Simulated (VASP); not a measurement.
Ti, 1 atom in the cell. It takes space group Fm-3m (No. 225, cubic). Conventional cell: a = 4.060 Å, b = 4.060 Å, c = 4.060 Å, α = 90.00°, β = 90.00°, γ = 90.00°. Within 3.8 Å of Ti (site symmetry m-3m) lie 12 Ti at 2.87 Å. 

| Property | Result |
| --- | --- |
| Program | VASP 6.6.1 |
| Task | single point |
| Functional | LDA |
| Potentials or basis | VASP PAW LDA potentials, release 64 (Ti_sv) |
| Cutoff | 520 eV |
| k mesh | 10 × 10 × 10 |
| Occupations | gaussian, width 0.2 eV |
| Spin | no spin polarisation |
| Dipole correction | no |
| Further INCAR settings | ALGO = Normal; EDIFF = 1e-06; NBANDS = 12 |

Potentials or basis: VASP PAW LDA potentials, release 64 (Ti_sv).

Launch:

```bash
$ cat potpaw_LDA.64/Ti_sv/POTCAR > POTCAR
$ mpirun -np 1 vasp_std > vasp.out
```

Hardware: 1 thread of AMD EPYC 7R43 64-Core Processor (Zen 3), with other jobs on the host.

Task: Estimate the wall time of this run.

Result: Wall time 13 s on 1 thread of AMD EPYC 7R43 64-Core Processor (Zen 3), with other jobs on the host, peak memory 0.09 GiB. Counts: scf iterations 12, k points 47.
